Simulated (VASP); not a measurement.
A run of VASP 6.6.1:

The input INCAR:

```
SYSTEM = NbTe2
PREC = Accurate ; ENCUT = 520
EDIFF = 1E-6 ; ISMEAR = -1
SIGMA = 0.1 ; LREAL = .FALSE.
LASPH = .TRUE. ; NELM = 60
ALGO = Normal ; ISIF = 2
LWAVE = .FALSE. ; LCHARG = .FALSE.
GGA = PS ; NBANDS = 20
```

KPOINTS

```
Automatic mesh
0
G
  10 10 5
  0 0 0
```

Contents of POSCAR:

```
NbTe2
1.0
    3.7204640800      0.0000000000      0.0000000000
   -1.8602320400      3.2220164100      0.0000000000
    0.0000000000      0.0000000000      7.1482664700
Nb Te
1 2
Direct
    0.0000000000      0.0000000000      0.0000000000
    0.6666666700      0.3333333300      0.7456322300
    0.3333333300      0.6666666700      0.2543677700
```

Potentials or basis: VASP PAW PBE potentials, release 64 (Nb_sv, Te).

Run with:

```bash
$ cat potpaw_PBE.64/Nb_sv/POTCAR potpaw_PBE.64/Te/POTCAR > POTCAR
$ mpirun -np 1 vasp_std > vasp.out
```

Hardware: 1 thread of Intel(R) Xeon(R) 6975P-C (Granite Rapids) (shared host).

Problem. Estimate the wall time of this run.

Solution. Wall time 49 s on 1 thread of Intel(R) Xeon(R) 6975P-C (Granite Rapids), with other jobs on the host, peak memory 0.25 GiB. Counts: scf iterations 13, k points 58.
